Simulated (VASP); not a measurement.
KTaO3:

```
CELL_PARAMETERS angstrom
3.90868 0.00000 0.00000
0.00000 3.90868 0.00000
0.00000 0.00000 3.90868
ATOMIC_POSITIONS crystal
K 0.00000 0.00000 0.00000
Ta 0.50000 0.50000 0.50000
O 0.50000 0.50000 0.00000
O 0.50000 0.00000 0.50000
O 0.00000 0.50000 0.50000
```

This cell differs from its parent crystal: volume changed by -6%.

Base run:

| Quantity | Value |
| --- | --- |
| Program | VASP 6.6.1 |
| Functional | r2SCAN |
| Potentials or basis | VASP PAW PBE potentials, release 64 (K_sv, Ta_sv_GW, O) |
| Cutoff | 660 eV |
| k mesh | 6 × 6 × 6 |
| Occupations | gaussian, width 0.01 eV |
| Spin | no spin polarisation |

Its results: band gap on the k mesh 2.77 eV, indirect (least direct gap 3.38 eV); pressure 15.1 GPa.

Q: The run is repeated on the same cell with these changes: potentials or basis from VASP PAW PBE potentials, release 64 (K_sv, Ta_sv_GW, O) to VASP PAW PBE potentials, release 64 (K_sv, Ta_pv, O); cutoff from 660 eV to 520 eV; further incar settings from ALGO = Normal; EDIFF = 1e-06; NBANDS = 28 to ALGO = Normal; EDIFF = 1e-07; NBANDS = 27; valence electrons from 40 to 38. What comes out?

A: Band gap on the k mesh 2.75 eV, indirect (least direct gap 3.37 eV); pressure 16.1 GPa.

Caveats: the PAW data sets were made with another functional, which shifts forces and pressure a little; spin-orbit coupling is left out, which moves the levels of the heavy elements.

A k mesh can miss the band edges.
